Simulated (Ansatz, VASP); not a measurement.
**Two plane-wave programs on W**

POSCAR

```
W
1.0
   -1.5823450000      1.5823450000      1.5823450000
    1.5823450000     -1.5823450000      1.5823450000
    1.5823450000      1.5823450000     -1.5823450000
W
1
Direct
    0.0000000000      0.0000000000      0.0000000000
```

The input INCAR.step1:

```
SYSTEM = W
PREC = Accurate ; ENCUT = 500
EDIFF = 1E-5 ; ISMEAR = -1
SIGMA = 0.05 ; LREAL = .False.
LASPH = .True. ; NELM = 120
ALGO = Normal ; LWAVE = .True.
LCHARG = .False. ; GGA = PE
NBANDS = 13 ; GGA_COMPAT = .False.
IBRION = 2 ; ISIF = 3
EDIFFG = -0.005 ; NELMIN = 4
NSW = 100
```

File INCAR.step2:

```
SYSTEM = W
PREC = Accurate ; ENCUT = 500
EDIFF = 1E-7 ; ISMEAR = -1
SIGMA = 0.05 ; LREAL = .False.
LASPH = .True. ; NELM = 120
ALGO = Normal ; ISIF = 3
LWAVE = .False. ; LCHARG = .False.
GGA = PE ; LHFCALC = .True.
HFSCREEN = 0.2079 ; PRECFOCK = Normal
IBRION = 2 ; NSW = 60
EDIFFG = -0.01 ; ISTART = 1
GGA_COMPAT = .False. ; NELMIN = 4
```

The input KPOINTS:

```
regular mesh
0
Gamma
  6 6 6
  0 0 0
```

Contents of input.yaml:

```yaml
crystal:
  lattice:
    - [-1.582345, 1.582345, 1.582345]
    - [1.582345, -1.582345, 1.582345]
    - [1.582345, 1.582345, -1.582345]
  atoms:
    - { symbol: W, position: [0.0, 0.0, 0.0] }
hamiltonian:
  xc: hse06
  pseudopotentials: { kind: paw }
kpoints:
  mp_grid: { grid: [6, 6, 6] }
scf:
  occupations: { method: fermi_dirac, width: 0.05 }
output:
  forces: true
  stress: true
  write_density: true
  write_potential: true
  elf: true
  volumetric_format: npy
relax:
  f_tol: 0.01
  max_steps: 40
  cell: { stress_tol: 0.05 }
```

Alike in both runs: task relaxation of cell and atoms; functional HSE06; k mesh 6 × 6 × 6; occupations fermi-dirac, width 0.05 eV; no spin polarisation.

|  | VASP | Ansatz |
| --- | --- | --- |
| version | VASP 6.6.1 | Ansatz 0.2.0 |
| potentials or method | VASP PAW PBE potentials, release 64 (W_sv) | Ansatz PAW |
| plane-wave cutoff (eV) | 500 | 420 |
| valence electrons in the cell | 14 | 14 |

|  | VASP | Ansatz | Ansatz less VASP |
| --- | --- | --- | --- |
| gap on the k mesh at the Fermi level, each at its own relaxed structure (eV) | none | none | - |
| relaxed volume (Å³/atom) | 15.67 | 15.68 | +0.014 |
| relaxed length of the cell vector where the two differ most in proportion (Å) | 2.730 | 2.731 | +0.0008 |

A gap of «none» marks a metal or a gap that the smearing closes.

The k mesh is coarse, so the values compare programs but aren't converged. Spin-orbit coupling is off throughout. Noted on Ansatz's run: the plane-wave basis is chosen anew once the cell has moved, so the energies of steps on either side of that aren't comparable.
